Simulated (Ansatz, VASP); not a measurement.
BN: VASP beside Ansatz

File INCAR:

```
SYSTEM = BN
  ALGO = Normal
  DIPOL = 0.5 0.5 0.500
  EDIFF = 1E-6
  ENCUT = 520
  GGA = PE
  IDIPOL = 3
  ISIF = 2
  ISMEAR = -1
  LASPH = .TRUE.
  LCHARG = .FALSE.
  LDIPOL = .TRUE.
  LREAL = .FALSE.
  LWAVE = .FALSE.
  NBANDS = 26
  NELM = 60
  PREC = Accurate
  SIGMA = 0.02
```

The input KPOINTS:

```
k-points
0
G
  12 8 1
  0 0 0
```

POSCAR

```
BN
1.0
    2.5630581729      0.0000000000      0.0000000000
    0.0000000000      3.6247116293      0.0000000000
    0.0000000000      0.0000000000     19.8446000000
B N
4 4
Direct
    0.0000000000      0.8335332904      0.4149549261
    0.5000000000      0.3764761338      0.4624640632
    0.0000000000      0.8764679690      0.5375370471
    0.5000000000      0.3335278475      0.5850450702
    0.5000000000      0.6500267814      0.4037015952
    0.0000000000      0.1399764569      0.4650494104
    0.5000000000      0.6399705440      0.5349496106
    0.0000000000      0.1500209770      0.5962982763
```

Input for Ansatz:

```yaml
crystal:
  lattice:
    - [2.5630581729, 0.0, 0.0]
    - [0.0, 3.6247116293, 0.0]
    - [0.0, 0.0, 19.8446]
  atoms:
    - { symbol: B, position: [0.0, 0.8335332904, 0.4149549261] }
    - { symbol: "N", position: [0.5, 0.6500267814, 0.4037015952] }
    - { symbol: B, position: [0.5, 0.3764761338, 0.4624640632] }
    - { symbol: "N", position: [0.0, 0.1399764569, 0.4650494104] }
    - { symbol: B, position: [0.0, 0.876467969, 0.5375370471] }
    - { symbol: "N", position: [0.5, 0.639970544, 0.5349496106] }
    - { symbol: B, position: [0.5, 0.3335278475, 0.5850450702] }
    - { symbol: "N", position: [0.0, 0.150020977, 0.5962982763] }
kpoints:
  mp_grid: { grid: [12, 8, 1] }
scf:
  occupations: { method: fermi_dirac, width: 0.02 }
hamiltonian:
  xc: pbe
  pseudopotentials: { kind: all_electron, lapw: { basis_error: 0.001 } }
output:
  forces: true
  stress: true
  eigenvalues: true
efield:
  axis: 3
  amplitude: 0
  dipole_correction: true
```

Alike in both runs: task single point; functional PBE; k mesh 12 × 8 × 1; occupations fermi-dirac, width 0.02 eV; no spin polarisation.

|  | VASP | Ansatz |
| --- | --- | --- |
| version | VASP 6.6.1 | Ansatz 0.2.0 |
| potentials or method | VASP PAW PBE potentials, release 64 (B, N), cutoff 520 eV | all-electron LAPW, scalar-relativistic |

```csv
,VASP,Ansatz,Ansatz less VASP
gap on the k mesh at the Fermi level (eV),2.60,2.60,+0.003
rms of the force components (eV/Å),0.011,0.003,-0.0080
```

Ansatz ran all-electron here, and VASP with PAW potentials.
